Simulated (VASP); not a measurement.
The system is BaZrO3.

```
CELL_PARAMETERS angstrom
4.19134 0.00000 0.00000
0.00000 4.19134 0.00000
0.00000 0.00000 4.19134
ATOMIC_POSITIONS crystal
Ba 0.00000 0.00000 0.00000
Zr 0.50000 0.50000 0.50000
O 0.00000 0.50000 0.50000
O 0.50000 0.00000 0.50000
O 0.50000 0.50000 0.00000
```

```yaml
Program: VASP 6.6.1
Task: relaxation of cell and atoms
Functional: LDA
Potentials_or_basis: VASP PAW LDA potentials, release 64 (Ba_sv, Zr_sv, O)
Cutoff: 600 eV
k_mesh: 4 × 4 × 4
Occupations: gaussian, width 0.01 eV
Spin: no spin polarisation
```

At the start: pressure -4.0 GPa; volume 14.73 Å³/atom.

**Question.** How do energy, volume and symmetry change on relaxing?

**Answer.** Over 3 steps the energy falls by 4.4 meV/atom and the volume is 14.38 Å³/atom (-2.4 %); space group Pm-3m (No. 221, to 0.05 Å).

Step by step:
```
step  energy change (eV)  largest force (eV/Å)  pressure (GPa)  volume (Å³)
   1              0.0000                0.0000           -3.97        73.63
   2              0.0123                0.0000            5.45        69.81
   3             -0.0221                0.0000           -0.03        71.90
```

Final structure:
```yaml
crystal:
  lattice:
    - [4.15819, 0.00000, 0.00000]
    - [0.00000, 4.15819, 0.00000]
    - [0.00000, 0.00000, 4.15819]
  atoms:
    - { symbol: Ba, position: [0.00000, 0.00000, 0.00000] }
    - { symbol: Zr, position: [0.50000, 0.50000, 0.50000] }
    - { symbol: O, position: [0.00000, 0.50000, 0.50000] }
    - { symbol: O, position: [0.50000, 0.00000, 0.50000] }
    - { symbol: O, position: [0.50000, 0.50000, 0.00000] }
```
